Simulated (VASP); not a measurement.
A run of VASP 6.6.1 is set up as follows.

INCAR

```
PREC     = Accurate       # precision mode
ENCUT    = 520            # plane-wave cutoff, eV
EDIFF    = 1E-6           # SCF threshold, eV
ISMEAR   = -1             # smearing method
SIGMA    = 0.05           # smearing width, eV
LREAL    = False          # projectors in reciprocal space
LASPH    = True           # aspherical terms in the spheres
NELM     = 80             # most SCF steps
ALGO     = Normal         # electronic algorithm
ISIF     = 2              # what is computed and relaxed
LWAVE    = False          # write WAVECAR
LCHARG   = False          # write CHGCAR
GGA      = PE             # functional
NBANDS   = 16             # bands
```

File KPOINTS:

```
Automatic mesh
0
Gamma
  10 10 10
```

File POSCAR:

```
InAs
1.0
    0.0000000000      2.8743196729      2.8743196729
    2.8743196729      0.0000000000      2.8743196729
    2.8743196729      2.8743196729      0.0000000000
In As
1 1
Direct
    0.0000000000      0.0000000000      0.0000000000
    0.5000000000      0.5000000000      0.5000000000
```

Potentials or basis: VASP PAW PBE potentials, release 64 (In_d, As).

Run with:

```console
$ cat potpaw_PBE.64/In_d/POTCAR potpaw_PBE.64/As/POTCAR > POTCAR
$ mpirun -np 1 vasp_std > vasp.out
```

**Question.** Predict the pressure.

**Answer.** 0.0 GPa.

**Question.** What does it give for the band gap on the k mesh?

**Answer.** Zero (bands 9 and 10 overlap by 2.57 eV).

Caveat: spin-orbit coupling is left out, which moves the levels of the heavy elements.
